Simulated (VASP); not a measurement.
A run of VASP 6.6.1 is set up as follows.

Contents of INCAR:

```
PREC = Accurate
ENCUT = 520
EDIFF = 1E-6
ISMEAR = -1
SIGMA = 0.05
LREAL = False
LASPH = True
NELM = 150
ALGO = Normal
ISIF = 2
LWAVE = False
LCHARG = False
LMAXMIX = 4
LDAU = True
LDAUTYPE = 2
LDAUL = 2 -1
LDAUU = 2 0
LDAUJ = 0 0
LDAUPRINT = 1
GGA = PS
NBANDS = 27
```

File KPOINTS:

```
Automatic mesh
0
Gamma
  10 10 4
```

Contents of POSCAR:

```
Ta3N
1.0
    3.0002385998      0.0000000000      0.0000000000
   -1.5001192999      2.5982828448      0.0000000000
    0.0000000000      0.0000000000      7.4922365818
Ta N
3 1
Direct
    0.6666666667      0.3333333333      0.8269545370
    0.3333333333      0.6666666667      0.1730454630
    0.0000000000      0.0000000000      0.5000000000
    0.0000000000      0.0000000000      0.0000000000
```

Potentials or basis: VASP PAW PBE potentials, release 64 (Ta_pv, N).

Launch:

```console
$ cat potpaw_PBE.64/Ta_pv/POTCAR potpaw_PBE.64/N/POTCAR > POTCAR
$ mpirun -np 1 vasp_std > vasp.out
```

(1) Estimate the pressure.

(2) What does it give for the largest force?

(3) Predict the band gap on the k mesh.

## Answers

(1) 5.0 GPa.

(2) 0.202 eV/Å.

(3) zero (band 19 reaches 7.30 eV, above the bottom of band 20 at 6.67 eV).

Caveat: the PAW data sets were made with another functional, which shifts forces and pressure a little; spin-orbit coupling is left out, which moves the levels of the heavy elements; U without spin polarisation on a metal has little footing.
